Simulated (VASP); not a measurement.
## WS2: single point with PBEsol

The system is WS2.

```xyz
3
Lattice="1.5474 0.8934 6.1633 -1.5474 0.8934 6.1633 0.0000 -1.7868 6.1633" Properties=species:S:1:pos:R:3 pbc="T T T"
W     0.0000    0.0000    0.0000
S     0.0000    0.0000   13.8730
S     0.0000    0.0000   10.7427
```

This cell differs from its parent crystal: equal xx and yy strain of -2 %.

```json
{
  "Program": "VASP 6.6.1",
  "Task": "single point",
  "Functional": "PBEsol",
  "Potentials or basis": "VASP PAW PBE potentials, release 64 (W_sv, S)",
  "Cutoff": "520 eV",
  "k mesh": "15 × 15 × 15",
  "Occupations": "fermi-dirac, width 0.03 eV",
  "Spin": "no spin polarisation"
}
```

```
Pressure               : 6.7 GPa
Largest force          : 0.770 eV/Å
Band gap on the k mesh : 1.07 eV (least direct gap 2.14 eV)
```

Forces on the atoms (eV/Å):
```
W    0.000  0.000 -0.661
S    0.000  0.000  0.770
S    0.000  0.000 -0.109
```

Stress tensor (GPa, compression positive):
```
7.40 0.00 0.00
0.00 7.40 0.00
0.00 0.00 5.25
```

Levels at points of the mesh, in eV from the valence-band top:
| k point | band 10 | band 11 | band 12 | band 13 | band 14 | band 15 | band 16 | band 17 |
| --- | --- | --- | --- | --- | --- | --- | --- | --- |
| (0.00, 0.00, 0.00) | -2.11 | -2.11 | -1.65 | -1.36 | 2.46 | 2.46 | 2.82 | 2.82 |

It took 34 min on 1 thread of Oxide Virtual Turin-like Processor, with other jobs on the host, peak memory 0.51 GiB.

Caveat: the cell differs from its parent crystal (equal xx and yy strain of -2 %); the cell stands under pressure; the PAW data sets were made with another functional, which shifts forces and pressure a little; spin-orbit coupling is left out, which moves the levels of the heavy elements; an odd mesh through Γ misses points on the zone boundary, where band edges can lie.
